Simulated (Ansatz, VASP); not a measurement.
InP: VASP beside Ansatz

```
In P
1.0
     0.00000    2.93050    2.93050
     2.93050    0.00000    2.93050
     2.93050    2.93050    0.00000
In P
1 1
Direct
  0.00000 0.00000 0.00000
  0.75000 0.75000 0.75000
```

Alike in both runs: task single point; functional r2SCAN; dispersion D4; k mesh 8 × 8 × 8; occupations gaussian, width 0.05 eV; no spin polarisation.

|  | VASP | Ansatz |
| --- | --- | --- |
| version | VASP 6.6.1 | Ansatz 0.2.0 |
| potentials or method | VASP PAW PBE potentials, release 64 (In_d, P), cutoff 520 eV | scalar-relativistic, plane waves, PAW |
| valence electrons in the cell | 18 | 18 |

Ansatz gave:

```
gap on the k mesh at the Fermi level (eV) : 1.16
least direct gap on the mesh (eV)         : 1.16
pressure (GPa)                            : 1.0
```

Question: Which values does VASP return?

Answer: gap on the k mesh at the Fermi level (eV): 1.17; least direct gap on the mesh (eV): 1.17; pressure (GPa): 0.9.

VASP's potentials were made for PBE, not for r2SCAN.
